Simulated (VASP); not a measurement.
Si2Ni: single point with PBE+U

Crystal: Si2Ni.

```
Ni Si
1.0
     0.00000    2.72466    2.72466
     2.72466    0.00000    2.72466
     2.72466    2.72466    0.00000
Ni Si
1 2
Direct
  0.00000 0.00000 0.00000
  0.75000 0.75000 0.75000
  0.25000 0.25000 0.25000
```

- Program: VASP 6.6.1
- Task: single point
- Functional: PBE
- Potentials or basis: VASP PAW PBE potentials, release 64 (Ni_sv_GW, Si)
- Cutoff: 690 eV
- k mesh: 9 × 9 × 9
- Occupations: fermi-dirac, width 0.05 eV
- Spin: collinear spin, ferromagnetic start
- Starting moments: [1.0, 0.0, 0.0] μB
- Hubbard terms: Ni d U = 2.0 eV

- Pressure: 0.1 GPa
- Band gap on the k mesh: zero (filled and empty bands overlap)
- Net moment: 0.00 μB per cell
- Valence electrons inside the program's atomic spheres: Ni 16.60; Si 1.57

Levels at points of the mesh, in eV from the Fermi level:
Spin up:
```tsv
k point	band 10	band 11	band 12	band 13	band 14	band 15	band 16	band 17
(0.00, 0.00, 0.00)	-3.56	-0.49	1.68	1.68	1.68	2.37	2.37	2.37
```
Spin down:
```tsv
k point	band 10	band 11	band 12	band 13	band 14	band 15	band 16	band 17
(0.00, 0.00, 0.00)	-3.56	-0.49	1.68	1.68	1.68	2.37	2.37	2.37
```

Eigenvalues of the final occupation matrices:
| site | spin | trace | eigenvalues |
| --- | --- | --- | --- |
| site 1 d | 1 | 3.96 | 0.76 0.76 0.76 0.84 0.84 |
| site 1 d | 2 | 3.96 | 0.76 0.76 0.76 0.84 0.84 |

It took 2 min on 1 thread of AMD EPYC 9R45 (Zen 5), on a shared host, peak memory 0.26 GiB.

Caveat: the moments typed at the start vanished in this run; the U is typed as a test and isn't derived for this compound. The state reached can hang on the start; a lower one may exist.
